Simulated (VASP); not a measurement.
As:

```xyz
2
Lattice="1.8808 1.0859 3.5141 -1.8808 1.0859 3.5141 0.0000 -2.1718 3.5141" Properties=species:S:1:pos:R:3 pbc="T T T"
As    0.0000    0.0000    8.1597
As    0.0000    0.0000    2.3825
```

- Program: VASP 6.6.1
- Task: relaxation of cell and atoms
- Functional: r2SCAN
- Potentials or basis: VASP PAW PBE potentials, release 64 (As)
- Cutoff: 600 eV
- k mesh: 7 × 7 × 7
- Occupations: fermi-dirac, width 0.05 eV
- Spin: no spin polarisation

At the start: pressure 1.9 GPa; volume 21.53 Å³/atom.

Problem. How do energy, volume and symmetry change on relaxing?

Solution. Over 11 steps the energy falls by 6.0 meV/atom and the volume is 22.89 Å³/atom (+6.3 %); space group R-3m (No. 166, to 0.05 Å).

Step by step:
```csv
step,energy change (eV),largest force (eV/Å),pressure (GPa),volume (Å³)
1,0.0000,0.1525,1.89,43.06
2,-0.0021,0.2266,-1.25,44.66
3,-0.0057,0.0632,0.07,43.94
4,-0.0064,0.0473,0.06,44.06
5,-0.0081,0.0028,0.00,44.42
6,-0.0094,0.1158,-0.05,45.13
7,-0.0099,0.1044,-0.07,45.20
8,-0.0110,0.0680,-0.12,45.42
9,-0.0119,0.0065,-0.21,45.84
10,-0.0119,0.0130,-0.21,45.87
11,-0.0120,0.0069,-0.01,45.78
```

Final structure:
```cif
data_structure
_symmetry_space_group_name_H-M 'P 1'
_symmetry_Int_Tables_number 1
_cell_length_a 4.3431
_cell_length_b 4.3431
_cell_length_c 4.3431
_cell_angle_alpha 51.105
_cell_angle_beta 51.105
_cell_angle_gamma 51.105
_cell_volume 45.78
loop_
_atom_site_label
_atom_site_type_symbol
_atom_site_fract_x
_atom_site_fract_y
_atom_site_fract_z
_atom_site_occupancy
As1 As 0.77655 0.77655 0.77655 1
As2 As 0.22345 0.22345 0.22345 1
```

Caveat: the PAW data sets were made with another functional, which shifts forces and pressure a little.
